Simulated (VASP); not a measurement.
# ZnO (P6_3mc) in VASP: notebook

ZnO is run at these levels: PBE; tasks: single point.

Program: VASP 6.6.1. These are calculated values, not measurements. Logs are shortened: lines on timing, memory, paths and dates and some standing lists are left out, and cuts for length are marked.

## Step 1: The cell of the first run

It takes space group P6_3mc (No. 186, hexagonal). Conventional cell: a = 3.279 Å, b = 3.279 Å, c = 5.293 Å, α = 90.00°, β = 90.00°, γ = 120.00°. Zn (site symmetry 3m) has 4 O at 2.00 to 2.01 Å within 2.6 Å. O (site symmetry 3m) has 4 Zn at 2.00 to 2.01 Å within 2.6 Å.

## Step 2: Single point, PBE

Input file POSCAR:

```
ZnO
1.0
    3.2794963784      0.0000000000      0.0000000000
   -1.6397481892      2.8401271753      0.0000000000
    0.0000000000      0.0000000000      5.2933196489
Zn O
2 2
Direct
    0.3333333333      0.6666666667      0.4999697863
    0.6666666667      0.3333333333     -0.0000302137
    0.6666666667      0.3333333333      0.3790402137
    0.3333333333      0.6666666667      0.8790402137
```

Input file INCAR.step1:

```
ALGO     = Normal         # electronic algorithm
EDIFF    = 1E-7           # SCF threshold, eV
ENCUT    = 520            # plane-wave cutoff, eV
GGA      = PE             # functional
ISIF     = 2              # what is computed and relaxed
ISMEAR   = 0              # smearing method
LASPH    = True           # aspherical terms in the spheres
LCHARG   = True           # write CHGCAR
LREAL    = False          # projectors in reciprocal space
LWAVE    = False          # write WAVECAR
NBANDS   = 26             # bands
NELM     = 80             # most SCF steps
PREC     = Accurate       # precision mode
SIGMA    = 0.02           # smearing width, eV
```

Input file KPOINTS.step1:

```
k-points
0
Gamma
  12 12 6
```

Input file INCAR.step2:

```
ALGO     = Normal         # electronic algorithm
EDIFF    = 1E-7           # SCF threshold, eV
ENCUT    = 520            # plane-wave cutoff, eV
GGA      = PE             # functional
ICHARG   = 11             # starting density
ISIF     = 2              # what is computed and relaxed
ISMEAR   = -5             # smearing method
LASPH    = True           # aspherical terms in the spheres
LCHARG   = False          # write CHGCAR
LORBIT   = 10             # projections on sites
LREAL    = False          # projectors in reciprocal space
LWAVE    = False          # write WAVECAR
NBANDS   = 26             # bands
NEDOS    = 2001           # points of the DOS
NELM     = 80             # most SCF steps
PREC     = Accurate       # precision mode
SIGMA    = 0.02           # smearing width, eV
```

Input file KPOINTS.step2:

```
k-points
0
Gamma
  18 18 9
```

Potentials or basis: VASP PAW PBE potentials, release 64 (Zn, O).

The run is started by

```sh
$ cat potpaw_PBE.64/Zn/POTCAR potpaw_PBE.64/O/POTCAR > POTCAR
$ cp INCAR.step1 INCAR
$ cp KPOINTS.step1 KPOINTS
$ mpirun -np 1 vasp_std > vasp.out
$ cp INCAR.step2 INCAR
$ cp KPOINTS.step2 KPOINTS
$ mpirun -np 1 vasp_std > vasp.out
```

OUTCAR:

```text
EDIFF = 1E-7
   ENCUT = 520
   GGA = PE
   ICHARG = 11
   ISIF = 2
   ISMEAR = -5
   LASPH = True
   LORBIT = 10
   LREAL = False
   NELM = 80
   PREC = Accurate

 ion  position               nearest neighbor table
   1  0.333  0.667  0.500-   3 2.00   3 2.00   3 2.00   4 2.01
   2  0.667  0.333  1.000-   4 2.00   4 2.00   4 2.00   3 2.01
   3  0.667  0.333  0.379-   1 2.00   1 2.00   1 2.00   2 2.01
   4  0.333  0.667  0.879-   2 2.00   2 2.00   2 2.00   1 2.01

  LATTYP: Found a hexagonal cell.
 ALAT       =     3.2794963784
 C/A-ratio  =     1.6140647948

  Lattice vectors:

 A1 = (   3.2794963784,   0.0000000000,   0.0000000000)
 A2 = (  -1.6397481892,   2.8401271753,   0.0000000000)
 A3 = (   0.0000000000,   0.0000000000,   5.2933196489)

Analysis of symmetry for initial positions (statically):
=====================================================================
 Subroutine PRICEL returns:
 Original cell was already a primitive cell.

 Routine SETGRP: Setting up the symmetry group for a
 hexagonal supercell.

 Subroutine GETGRP returns: Found 12 space group operations
 (whereof  6 operations were pure point group operations)
 out of a pool of 24 trial point group operations.

The static configuration has the point symmetry C_3v.
 The point group associated with its full space group is C_6v.

Analysis of symmetry for dynamics (positions and initial velocities):
=====================================================================
 Subroutine PRICEL returns:
 Original cell was already a primitive cell.

 Routine SETGRP: Setting up the symmetry group for a
 hexagonal supercell.

 Subroutine GETGRP returns: Found 12 space group operations
 (whereof  6 operations were pure point group operations)
 out of a pool of 24 trial point group operations.

The dynamic configuration has the point symmetry C_3v.
 The point group associated with its full space group is C_6v.

 Subroutine INISYM returns: Found 12 space group operations
 (whereof  6 operations are pure point group operations),
 and found     1 'primitive' translations

----------------------------------------------------------------------------------------

                                     Primitive cell

  volume of cell :      49.3030

  direct lattice vectors                    reciprocal lattice vectors
[... 98 lines left out ...]
   NFREE  =      0    steps in history (QN), initial steepest desc. (CG)
   ISIF   =      2    stress and relaxation
   ISYM   =      2    0-nonsym 1-usesym 2-fastsym
   POTIM  = 0.5000    time-step for ionic-motion
   TEBEG  =    0.0;   TEEND  =   0.0 temperature during run
   PSTRESS=    0.0 pullay stress
   NELECT =      36.0000    total number of electrons
   NUPDOWN=      -1.0000    fix difference up-down
   EMIN   =  10.00;   EMAX   =-10.00  energy-range for DOS
   EFERMI =   0.00;   METHOD = LEGACY
   ISMEAR =    -5;   SIGMA  =   0.02  broadening in eV -4-tet -1-fermi 0-gaus
   EFERMI_NEDOS =   21; number of points for ismear=-14 and -15
   IALGO  =     38    algorithm
   IMIX   =      4    mixing-type and parameters
     AMIX     =   0.40;   BMIX     =  1.00
     AMIX_MAG =   1.60;   BMIX_MAG =  1.00
  volume/ion in A,a.u.               =      12.33        83.18
  Fermi-wavevector in a.u.,A,eV,Ry     =   1.474183  2.785801 29.568380  2.173215
  Thomas-Fermi vector in A             =   2.588985
   LORBIT       =     10    0 simple, 1 ext, 2 COOP (PROOUT), +10 PAW based schemes
   GGA     = PE    functional components
   LHFCALC =     F    Hartree Fock is set to
   AEXX    =    0.0000 exact exchange contribution
   IVDW    =     0    specifies the selected vdW correction
   LEPSILON=     F    determine dielectric tensor
   LRPA    =     F    only Hartree local field effects (RPA)
 non-spin polarized calculation
 Fermi weights with tetrahedron method with Bloechl corrections
  energy-cutoff  :      520.00
  volume of cell :       49.30
 maximum number of plane-waves:      1350

 number of electron      36.0000039 magnetization

 Free energy of the ion-electron system (eV)
  ---------------------------------------------------
  ext. energy  EPLUGINS =         0.00000000
  ---------------------------------------------------
  free energy    TOTEN  =       -17.86096548 eV

  energy without entropy =      -17.86096548  energy(sigma->0) =      -17.86096548

 E-fermi :   0.8951     XC(G=0): -10.7255

 val. band max:        0.8945242510   @ k =   0.0000   0.0000   0.0000
 cond. band min:       1.6227758400   @ k =   0.0000   0.0000   0.0000
 fundamental gap:      0.7282515890
 Fermi energy:         0.8951300806

 k-point     1 :       0.0000    0.0000    0.0000
  band No.  band energies     occupation
      1     -16.9231      2.00000
      2     -16.2555      2.00000
      3      -4.6423      2.00000
      4      -4.6422      2.00000
      5      -4.6033      2.00000
      6      -4.4882      2.00000
[... 685 lines left out ...]
     25      13.1920      0.00000
     26      14.5606      0.00000

 [... further k-points ...]

------------------------ aborting loop because EDIFF is reached ----------------------------------------

  FORCE on cell =-STRESS in cart. coord.  units (eV):
  Direction    XX          YY          ZZ          XY          YZ          ZX
  --------------------------------------------------------------------------------------
  -------------------------------------------------------------------------------------
  Total        0.2937828      0.2937828      0.2974334      0.0000000      0.0000000      0.0000000
  in kB        9.5469327      9.5469327      9.6655643      0.0000000      0.0000000      0.0000000
  external PRESSURE =       9.5864765 kB  Pullay stress =       0.0000000 kB

 VOLUME and BASIS-vectors are now :
 -----------------------------------------------------------------------------
  energy-cutoff  :      520.00
  volume of cell :       49.30
      direct lattice vectors                 reciprocal lattice vectors
     3.279496378  0.000000000  0.000000000     0.304924868  0.176048455  0.000000000
    -1.639748189  2.840127175  0.000000000     0.000000000  0.352096909  0.000000000
     0.000000000  0.000000000  5.293319649     0.000000000  0.000000000  0.188917365

 POSITION                                       TOTAL-FORCE (eV/Angst)
 -----------------------------------------------------------------------------------
     -0.00000      1.89342      2.64650        -0.000000     -0.000000      0.000436
      1.63975      0.94671      5.29316         0.000000     -0.000000      0.000436
      1.63975      0.94671      2.00638        -0.000000     -0.000000     -0.000436
     -0.00000      1.89342      4.65304         0.000000      0.000000     -0.000436
 -----------------------------------------------------------------------------------
    total drift:                               -0.000001     -0.000001     -0.001023

  FREE ENERGIE OF THE ION-ELECTRON SYSTEM (eV)
  ---------------------------------------------------
  free  energy   TOTEN  =       -17.8609654772 eV

  energy  without entropy=      -17.8609654772  energy(sigma->0) =      -17.86096548

 total charge

# of ion       s       p       d       tot
------------------------------------------
    1        0.448   0.458   9.892  10.799
    2        0.448   0.458   9.892  10.799
    3        1.550   3.439   0.000   4.989
    4        1.550   3.439   0.000   4.989
--------------------------------------------------
tot          3.997   7.795  19.784  31.576
```

It took 3.8 min on 1 thread of AMD EPYC 7R13, shared host; peak memory 0.27 GiB.

What came out:

- Valence electrons inside the program's atomic spheres: Zn 10.80; O 4.99

## Step 3: Single point, PBE

Input file POSCAR:

```
ZnO
1.0
    3.2794963806      0.0000000000      0.0000000000
   -1.6397481903      2.8401271772      0.0000000000
    0.0000000000      0.0000000000      5.2933196413
Zn O
2 2
Direct
    0.3333333333      0.6666666667      0.4999697863
    0.6666666667      0.3333333333     -0.0000302137
    0.6666666667      0.3333333333      0.3790402137
    0.3333333333      0.6666666667      0.8790402137
```

INCAR.step1 is that of step 2.

KPOINTS.step1 is that of step 2.

INCAR.step2 is that of step 2.

KPOINTS.step2 is that of step 2.

Potentials or basis: VASP PAW PBE potentials, release 64 (Zn, O).

The run is started by

```sh
$ cat potpaw_PBE.64/Zn/POTCAR potpaw_PBE.64/O/POTCAR > POTCAR
$ cp INCAR.step1 INCAR
$ cp KPOINTS.step1 KPOINTS
$ mpirun -np 1 vasp_std > vasp.out
$ cp INCAR.step2 INCAR
$ cp KPOINTS.step2 KPOINTS
$ mpirun -np 1 vasp_std > vasp.out
```

It took 4.3 min on 1 thread of AMD EPYC 7R13, shared host; peak memory 0.27 GiB.

Results (log left out):

```yaml
Valence_electrons_inside_the_program's_atomic_spheres: Zn 10.80; O 4.99
```

Levels at points of the mesh, in eV from the valence-band top:
```
           k point  band 15  band 16  band 17  band 18  band 19  band 20  band 21  band 22
(0.00, 0.00, 0.00)    -0.75    -0.08     0.00     0.00     0.73     5.09     8.07    12.73
(0.50, 0.00, 0.00)    -2.72    -2.15    -1.23    -0.79     5.62     6.82     7.53     8.27
```
